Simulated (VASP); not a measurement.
# Tc (P6_3/mmc) in VASP: single point with PBE

Aim: the single point of Tc with PBE.

Program: VASP 6.6.1. These are calculated values, not measurements. Logs are shortened: lines on timing, memory, paths and dates and some standing lists are left out, and cuts for length are marked.

**1. The cell of the first run**

The structure is hexagonal, space group P6_3/mmc (No. 194). The conventional cell has a = 2.740 Å, b = 2.740 Å, c = 4.398 Å, α = 90.00°, β = 90.00°, γ = 120.00°. Tc (site symmetry -6m2) has 12 Tc at 2.71 to 2.74 Å within 3.6 Å.

**2. Single point, PBE, non-collinear spin, zero start, spin-orbit coupling**

The input, INCAR:

```
PREC = Accurate ; ENCUT = 520
EDIFF = 1E-7 ; ISMEAR = -1
SIGMA = 0.05 ; LREAL = F
LASPH = T ; NELM = 150
ALGO = Normal ; ISIF = 2
LWAVE = F ; LCHARG = F
MAGMOM = 0 0 0 0 0 0 ; LORBIT = 11
LSORBIT = T ; GGA_COMPAT = F
LORBMOM = T ; LMAXMIX = 4
GGA = PE ; NBANDS = 38
```

The input, KPOINTS:

```
Automatic mesh
0
Gamma
  15 15 8
```

The input, POSCAR:

```
Tc
1.0
    2.7400001704      0.0000000000      0.0000000000
   -1.3700000852      2.3729097540      0.0000000000
    0.0000000000      0.0000000000      4.3980000000
Tc
2
Direct
    0.3333333333      0.6666666667      0.2500000000
    0.6666666667      0.3333333333      0.7500000000
```

Potentials or basis: VASP PAW PBE potentials, release 64 (Tc_pv).

Started as:

```console
> cat potpaw_PBE.64/Tc_pv/POTCAR > POTCAR
> mpirun -np 1 vasp_ncl > vasp.out
```

OUTCAR:

```text
PREC = Accurate
   ENCUT = 520
   EDIFF = 1E-7
   ISMEAR = -1
   LREAL = F
   LASPH = T
   NELM = 150
   ISIF = 2
   LORBIT = 11
   LSORBIT = T
   GGA = PE

 ion  position               nearest neighbor table
   1  0.333  0.667  0.250-   2 2.71   2 2.71   2 2.71   2 2.71   2 2.71   2 2.71
   2  0.667  0.333  0.750-   1 2.71   1 2.71   1 2.71   1 2.71   1 2.71   1 2.71

  LATTYP: Found a hexagonal cell.
 ALAT       =     2.7400001704
 C/A-ratio  =     1.6051093892

  Lattice vectors:

 A1 = (   2.7400001704,   0.0000000000,   0.0000000000)
 A2 = (  -1.3700000852,   2.3729097540,   0.0000000000)
 A3 = (   0.0000000000,   0.0000000000,   4.3980000000)

Analysis of symmetry for initial positions (statically):
=====================================================================
 Subroutine PRICEL returns:
 Original cell was already a primitive cell.

 Routine SETGRP: Setting up the symmetry group for a
 hexagonal supercell.

 Subroutine GETGRP returns: Found 24 space group operations
 (whereof 12 operations were pure point group operations)
 out of a pool of 24 trial point group operations.

The static configuration has the point symmetry D_3d.
 The point group associated with its full space group is D_6h.

Analysis of symmetry for dynamics (positions and initial velocities):
=====================================================================
 Subroutine PRICEL returns:
 Original cell was already a primitive cell.

 Routine SETGRP: Setting up the symmetry group for a
 hexagonal supercell.

 Subroutine GETGRP returns: Found 24 space group operations
 (whereof 12 operations were pure point group operations)
 out of a pool of 24 trial point group operations.

The dynamic configuration has the point symmetry D_3d.
 The point group associated with its full space group is D_6h.

Analysis of structural, dynamic, and magnetic symmetry:
=====================================================================
 Subroutine PRICEL returns:
 Original cell was already a primitive cell.

 Routine SETGRP: Setting up the symmetry group for a
 hexagonal supercell.

 Subroutine GETGRP returns: Found 24 space group operations
 (whereof 12 operations were pure point group operations)
 out of a pool of 24 trial point group operations.

The overall configuration has the point symmetry D_3d.
 The point group associated with its full space group is D_6h.

 Subroutine INISYM returns: Found 24 space group operations
 (whereof 12 operations are pure point group operations),
 and found     1 'primitive' translations

----------------------------------------------------------------------------------------

                                     Primitive cell

  volume of cell :      28.5948

  direct lattice vectors                    reciprocal lattice vectors
     2.740000170  0.000000000  0.000000000     0.364963481  0.210711764  0.000000000
    -1.370000085  2.372909754  0.000000000     0.000000000  0.421423528  0.000000000
     0.000000000  0.000000000  4.398000000     0.000000000  0.000000000  0.227376080

  length of vectors
     2.740000170  2.740000170  4.398000000     0.421423528  0.421423528  0.227376080

  position of ions in fractional coordinates (direct lattice)
     0.333333333  0.666666667  0.250000000
     0.666666667  0.333333333  0.750000000

  ion indices of the primitive-cell ions
   primitive index   ion index
                 1           1
                 2           2

----------------------------------------------------------------------------------------

 KPOINTS: Automatic mesh

Automatic generation of k-mesh.
 Grid dimensions read from file:
 generate k-points for:   15   15    8

 Generating k-lattice:

  Cartesian coordinates                     Fractional coordinates (reciprocal lattice)
[... 91 lines left out ...]
  energy-cutoff  :      520.00
  volume of cell :       28.59
 maximum number of plane-waves:      1570
   NGX = 11   NGY = 11   NGZ = 17

 number of electron      25.9999998 magnetization       0.0000000     -0.0000000     -0.0000000

 number of electron      25.9999998 magnetization       0.0000000      0.0000000     -0.0000000

 number of electron      25.9999998 magnetization       0.0000000      0.0000000      0.0000000

 number of electron      25.9999998 magnetization      -0.0000000     -0.0000000     -0.0000000

 Free energy of the ion-electron system (eV)
  ---------------------------------------------------
  ext. energy  EPLUGINS =         0.00000000
  ---------------------------------------------------
  free energy    TOTEN  =       -20.90266263 eV

  energy without entropy =      -20.88760049  energy(sigma->0) =      -20.89513156

 E-fermi :  12.6624     XC(G=0): -13.8021

 val. band max:       12.6520581263   @ k =   0.1333   0.0667   0.0000
 cond. band min:      12.6919650916   @ k =   0.0000   0.0000   0.2500
 fundamental gap:      0.0399069653
 Fermi energy:        12.6624180821

 k-point     1 :       0.0000    0.0000    0.0000
  band No.  band energies     occupation
      1     -28.0361      1.00000
      2     -28.0361      1.00000
      3     -27.4441      1.00000
      4     -27.4441      1.00000
      5     -25.4183      1.00000
      6     -25.4183      1.00000
[... 973 lines left out ...]
     37      23.0223      0.00000
     38      23.0223      0.00000

 [... further k-points ...]
[... 5 lines left out ...]
  --------------------------------------------------------------------------------------
  -------------------------------------------------------------------------------------
  Total        0.5321782      0.5321782      0.2478714      0.0000000      0.0000000      0.0000000
  in kB       29.8181467     29.8181467     13.8883283      0.0000000      0.0000000      0.0000000
  external PRESSURE =      24.5082072 kB  Pullay stress =       0.0000000 kB

 VOLUME and BASIS-vectors are now :
 -----------------------------------------------------------------------------
  energy-cutoff  :      520.00
  volume of cell :       28.59
      direct lattice vectors                 reciprocal lattice vectors
     2.740000170  0.000000000  0.000000000     0.364963481  0.210711764  0.000000000
    -1.370000085  2.372909754  0.000000000     0.000000000  0.421423528  0.000000000
     0.000000000  0.000000000  4.398000000     0.000000000  0.000000000  0.227376080

 POSITION                                       TOTAL-FORCE (eV/Angst)
 -----------------------------------------------------------------------------------
     -0.00000      1.58194      1.09950        -0.000000      0.000000      0.000000
      1.37000      0.79097      3.29850         0.000000     -0.000000     -0.000000
 -----------------------------------------------------------------------------------
    total drift:                                0.000000     -0.000000      0.000000

  FREE ENERGIE OF THE ION-ELECTRON SYSTEM (eV)
  ---------------------------------------------------
  free  energy   TOTEN  =       -20.9026626304 eV

  energy  without entropy=      -20.8876004852  energy(sigma->0) =      -20.89513156

 orbital moment (x)

 # of ion     p       d       tot
 ----------------------------------------
  1         0.000  -0.000  -0.000
  2        -0.000  -0.000  -0.000
 ----------------------------------------
           -0.000  -0.000  -0.000

 orbital moment (y)

 # of ion     p       d       tot
 ----------------------------------------
  1         0.000  -0.000  -0.000
  2         0.000  -0.000  -0.000
 ----------------------------------------
            0.000  -0.000  -0.000

 orbital moment (z)

 # of ion     p       d       tot
 ----------------------------------------
  1         0.000   0.000   0.000
  2        -0.000   0.000  -0.000
 ----------------------------------------
            0.000   0.000   0.000

 Spin-Orbit-Coupling matrix elements

 Ion:    1  E_soc:     -0.1970907
 l=   1
     0.0000000    -0.0261636    -0.0261896
    -0.0261636     0.0000000    -0.0261636
    -0.0261896    -0.0261636     0.0000000
 l=   2
     0.0000000    -0.0013188     0.0000000    -0.0013188    -0.0053156
    -0.0013188     0.0000000    -0.0039962    -0.0014453    -0.0013188
     0.0000000    -0.0039962     0.0000000    -0.0039962     0.0000000
    -0.0013188    -0.0014453    -0.0039962     0.0000000    -0.0013188
    -0.0053156    -0.0013188     0.0000000    -0.0013188     0.0000000
 l=   3
     0.0000000     0.0000000     0.0000000     0.0000000     0.0000000     0.0000000     0.0000000
     0.0000000     0.0000000     0.0000000     0.0000000     0.0000000     0.0000000     0.0000000
     0.0000000     0.0000000     0.0000000     0.0000000     0.0000000     0.0000000     0.0000000
     0.0000000     0.0000000     0.0000000     0.0000000     0.0000000     0.0000000     0.0000000
     0.0000000     0.0000000     0.0000000     0.0000000     0.0000000     0.0000000     0.0000000
     0.0000000     0.0000000     0.0000000     0.0000000     0.0000000     0.0000000     0.0000000
     0.0000000     0.0000000     0.0000000     0.0000000     0.0000000     0.0000000     0.0000000

 Ion:    2  E_soc:     -0.1970907
 l=   1
     0.0000000    -0.0261636    -0.0261896
    -0.0261636     0.0000000    -0.0261636
    -0.0261896    -0.0261636     0.0000000
 l=   2
     0.0000000    -0.0013188     0.0000000    -0.0013188    -0.0053156
    -0.0013188     0.0000000    -0.0039962    -0.0014453    -0.0013188
     0.0000000    -0.0039962     0.0000000    -0.0039962     0.0000000
    -0.0013188    -0.0014453    -0.0039962     0.0000000    -0.0013188
    -0.0053156    -0.0013188     0.0000000    -0.0013188     0.0000000
 l=   3
     0.0000000     0.0000000     0.0000000     0.0000000     0.0000000     0.0000000     0.0000000
     0.0000000     0.0000000     0.0000000     0.0000000     0.0000000     0.0000000     0.0000000
     0.0000000     0.0000000     0.0000000     0.0000000     0.0000000     0.0000000     0.0000000
     0.0000000     0.0000000     0.0000000     0.0000000     0.0000000     0.0000000     0.0000000
     0.0000000     0.0000000     0.0000000     0.0000000     0.0000000     0.0000000     0.0000000
     0.0000000     0.0000000     0.0000000     0.0000000     0.0000000     0.0000000     0.0000000
     0.0000000     0.0000000     0.0000000     0.0000000     0.0000000     0.0000000     0.0000000

 total charge

# of ion       s       p       d       tot
------------------------------------------
    1        0.478   6.491   5.128  12.098
    2        0.478   6.491   5.128  12.098
--------------------------------------------------
tot          0.957  12.983  10.256  24.195

 magnetization (x)

# of ion       s       p       d       tot
------------------------------------------
    1        0.000   0.000   0.000   0.000
    2        0.000   0.000   0.000   0.000
--------------------------------------------------
tot          0.000   0.000   0.000   0.000

 magnetization (y)

# of ion       s       p       d       tot
------------------------------------------
    1        0.000   0.000  -0.000  -0.000
    2        0.000   0.000  -0.000  -0.000
--------------------------------------------------
tot          0.000   0.000  -0.000  -0.000

 magnetization (z)

# of ion       s       p       d       tot
------------------------------------------
    1        0.000   0.000   0.000   0.000
    2        0.000   0.000   0.000   0.000
--------------------------------------------------
tot          0.000   0.000   0.000   0.000
```

Wall time 5.3 min (1 thread of Oxide Virtual Turin-like, shared host); peak memory 0.3 GiB.

What came out:

```
Free energy                                           : -20.9027 eV
Pressure                                              : 2.5 GPa
Net moment                                            : 0.00 μB per cell
Valence electrons inside the program's atomic spheres : Tc 12.10
```

Moments on the atoms (μB; x, y, z):
```
Tc  0.00 0.00 0.00
Tc  0.00 0.00 0.00
```
